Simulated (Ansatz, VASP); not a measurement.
**Two plane-wave programs on WS2**

File INCAR:

```
  ALGO = Normal
  EDIFF = 1E-6
  ENCUT = 520
  GGA = PS
  ISIF = 2
  ISMEAR = 0
  LASPH = True
  LCHARG = False
  LREAL = False
  LWAVE = False
  NBANDS = 20
  NELM = 60
  PREC = Accurate
  SIGMA = 0.05
```

The input KPOINTS:

```
k-points
0
Gamma
  10 10 2
```

The input POSCAR:

```
WS2
1.0
   -3.1457762207      0.0000000000      0.0000000000
   -1.5728881103     -2.7243221217      0.0000000000
    0.0000000000      0.0000000000     16.9534210371
W S
1 2
Direct
    0.3333333333      0.3333333333      0.0000000000
    0.6666666667      0.6666666667      0.9075761486
    0.6666666667      0.6666666667      0.0924238514
```

Input for Ansatz:

```yaml
crystal:
  lattice:
    - [-3.1457762207, 0.0, 0.0]
    - [-1.5728881103, -2.7243221217, 0.0]
    - [0.0, 0.0, 16.9534210371]
  atoms:
    - { symbol: W, position: [0.3333333333, 0.3333333333, 0.0] }
    - { symbol: S, position: [0.6666666667, 0.6666666667, 0.9075761486] }
    - { symbol: S, position: [0.6666666667, 0.6666666667, 0.0924238514] }
basis:
  ecutwfc: 420
kpoints:
  mp_grid: { grid: [10, 10, 2] }
hamiltonian:
  xc: pbesol
scf:
  occupations: { method: gaussian, width: 0.05 }
output:
  forces: true
  stress: true
  eigenvalues: true
  write_density: true
  write_potential: true
  elf: true
  volumetric_format: npy
```

Alike in both runs: task single point; functional PBEsol; k mesh 10 × 10 × 2; occupations gaussian, width 0.05 eV; no spin polarisation.

|  | VASP | Ansatz |
| --- | --- | --- |
| version | VASP 6.6.1 | Ansatz 0.2.0 |
| potentials or method | VASP PAW PBE potentials, release 64 (W_sv, S), cutoff 520 eV | scalar-relativistic, plane waves, PAW |
| valence electrons in the cell | 26 | 26 |

```tsv
	VASP	Ansatz	Ansatz less VASP
gap on the k mesh at the Fermi level (eV)	2.25	2.24	-0.009
least direct gap on the mesh (eV)	2.30	2.29	-0.004
rms of the force components (eV/Å)	0.010	0.001	-0.0084
```

VASP's potentials were made for PBE, not for PBEsol. Atom by atom the forces differ by 0.011 eV/Å (rms over components). The functional is the same, so the differences come from potentials, cutoffs and numerics. Ansatz's warnings: xc potential rough in thin density.

Neither program's run includes spin-orbit coupling.
